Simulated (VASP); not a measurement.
HgTe:

```
Hg Te
1.0
     3.39576    0.00000    0.00000
     0.00000    3.39576    0.00000
     0.00000    0.00000    4.73258
Hg Te
1 1
Direct
  0.50000 0.50000 0.00000
  0.00000 0.00000 0.50000
```

| Quantity | Value |
| --- | --- |
| Program | VASP 6.6.1 |
| Task | relaxation of cell and atoms |
| Functional | r2SCAN |
| Potentials or basis | VASP PAW PBE potentials, release 64 (Hg, Te) |
| Cutoff | 600 eV |
| k mesh | 6 × 6 × 4 |
| Occupations | gaussian, width 0.1 eV |
| Spin | no spin polarisation |

At the start: pressure 1.0 GPa; volume 27.29 Å³/atom.

Question: Where does the relaxation end?

Answer: Over 13 steps the energy falls by 35.4 meV/atom and the volume is 27.35 Å³/atom (+0.2 %); space group P4/mmm (No. 123, to 0.05 Å).

The path:
| step | energy change (eV) | largest force (eV/Å) | pressure (GPa) | volume (Å³) |
| --- | --- | --- | --- | --- |
| 1 | 0.0000 | 0.0000 | 1.03 | 54.57 |
| 2 | -0.0221 | 0.0000 | -0.36 | 55.96 |
| 3 | -0.0298 | 0.0000 | -1.51 | 57.37 |
| 4 | -0.0424 | 0.0000 | -1.37 | 57.05 |
| 5 | -0.0658 | 0.0000 | -0.92 | 56.28 |
| 6 | -0.0701 | 0.0000 | 0.31 | 54.45 |
| 7 | -0.0675 | 0.0000 | 0.89 | 53.76 |
| 8 | -0.0703 | 0.0000 | 0.45 | 54.27 |
| 9 | -0.0703 | 0.0000 | 0.51 | 54.19 |
| 10 | -0.0705 | 0.0000 | -0.11 | 54.84 |
| 11 | -0.0710 | 0.0000 | 0.16 | 54.55 |
| 12 | -0.0710 | 0.0000 | 0.15 | 54.56 |
| 13 | -0.0709 | 0.0000 | 0.02 | 54.70 |

Final structure:
```
CELL_PARAMETERS angstrom
3.71843 0.00000 0.00000
0.00000 3.71843 0.00000
0.00000 0.00000 3.95576
ATOMIC_POSITIONS crystal
Hg 0.50000 0.50000 0.00000
Te 0.00000 0.00000 0.50000
```

Caveat: the PAW data sets were made with another functional, which shifts forces and pressure a little.
